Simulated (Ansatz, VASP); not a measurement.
**BN: VASP beside Ansatz**

Contents of INCAR:

```
SYSTEM = BN
PREC = Accurate
ENCUT = 910
EDIFF = 1E-6
ISMEAR = 0
SIGMA = 0.01
LREAL = .False.
LASPH = .True.
NELM = 120
ALGO = Normal
ISIF = 2
LWAVE = .False.
LCHARG = .False.
NBANDS = 16
GGA_COMPAT = .False.
```

Contents of KPOINTS:

```
regular mesh
0
Gamma
  9 9 6
  0 0 0
```

POSCAR

```
BN
1.0
    2.5226937191      0.0000000000      0.0000000000
   -1.2613468596      2.1847168467      0.0000000000
    0.0000000000      0.0000000000      4.1743273199
B N
2 2
Direct
    0.3333333333      0.6666666667     -0.0002034900
    0.6666666667      0.3333333333      0.4997965100
    0.3333333333      0.6666666667      0.3742034900
    0.6666666667      0.3333333333      0.8742034900
```

Input for Ansatz:

```yaml
crystal:
  lattice:
    - [2.5226937191, 0.0, 0.0]
    - [-1.2613468596, 2.1847168467, 0.0]
    - [0.0, 0.0, 4.1743273199]
  atoms:
    - { symbol: B, position: [0.3333333333, 0.6666666667, -0.00020349] }
    - { symbol: B, position: [0.6666666667, 0.3333333333, 0.49979651] }
    - { symbol: "N", position: [0.3333333333, 0.6666666667, 0.37420349] }
    - { symbol: "N", position: [0.6666666667, 0.3333333333, 0.87420349] }
basis:
  ecutwfc: 420
kpoints:
  mp_grid: { grid: [9, 9, 6] }
  band_path:
    path:
      - [0.0, 0.0, 0.0]
      - [0.0, 0.0, 0.0]
      - [0.5, 0.0, 0.0]
      - [0.5, 0.0, 0.3993635537]
      - [0.3333333333, 0.3333333333, 0.0]
      - [0.0, 0.0, 0.5]
      - [0.0048179901, -0.0024089951, 0.0]
      - [-0.0048179901, 0.0024089951, 0.0]
      - [0.0, 0.0, 0.0079723779]
      - [0.0, 0.0, -0.0079723779]
      - [0.0048179901, -0.0024089951, 0.0]
      - [-0.0048179901, 0.0024089951, 0.0]
      - [0.0, 0.0, 0.0079723779]
      - [0.0, 0.0, -0.0079723779]
    npoints: 1
hamiltonian:
  xc: lda
  pseudopotentials: { kind: paw, azcp: { folder: soft_1 } }
scf:
  occupations: { method: fixed }
  n_extra_bands: 6
output:
  forces: true
  stress: true
  eigenvalues: true
```

Alike in both runs: task single point; functional LDA; k mesh 9 × 9 × 6; no spin polarisation.

|  | VASP | Ansatz |
| --- | --- | --- |
| version | VASP 6.6.1 | Ansatz 0.2.0 |
| potentials or method | VASP PAW LDA potentials, release 64 (B_h, N_h), cutoff 910 eV | scalar-relativistic, plane waves, PAW |
| occupations | gaussian, width 0.01 eV | fixed |
| valence electrons in the cell | 16 | 16 |

|  | VASP | Ansatz | Ansatz less VASP |
| --- | --- | --- | --- |
| gap on the k mesh at the Fermi level (eV) | 4.91 | 4.92 | +0.017 |
| least direct gap on the mesh (eV) | 8.28 | 8.29 | +0.002 |

Ansatz warns that its potentials were made for another functional, while VASP's fit it. LDA's correlation is that of Perdew and Zunger in VASP and of Perdew and Wang (1992) in Ansatz.

Noted on VASP's run: the cutoff is short for stress, so the pressure is rough.
